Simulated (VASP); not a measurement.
Runs of VASP 6.6.1 on HfC. It takes space group Fm-3m (No. 225, cubic). The conventional cell has a = 4.650 Å, b = 4.650 Å, c = 4.650 Å, α = 90.00°, β = 90.00°, γ = 90.00°. Within 3.1 Å of Hf (site symmetry m-3m) lie 6 C at 2.33 Å. Within 3.1 Å of C (site symmetry m-3m) lie 6 Hf at 2.33 Å. 

```tsv
k mesh	gap on the mesh (eV)	pressure (GPa)
5 × 5 × 5	none	0.2
10 × 10 × 10	none	-0.4
3 × 3 × 3	none	(a)
4 × 4 × 4	none	-1.7
8 × 8 × 8	none	-0.4
```

Alike in all rows: task single point; level PBE; potentials or basis VASP PAW PBE potentials, release 64 (Hf_pv, C); no spin polarisation; cell as given; cutoff (eV) 520; smearing gaussian 0.1 eV.

Task: Estimate the missing entries.

Result: (a) -0.5.

Caveats: some runs use coarse meshes; spin-orbit coupling is left out, which moves the levels of the heavy elements.

A k mesh can miss the band edges, and the runs leave out spin-orbit coupling on Hf.

A gap of «none» marks levels without a gap at the run's occupations.
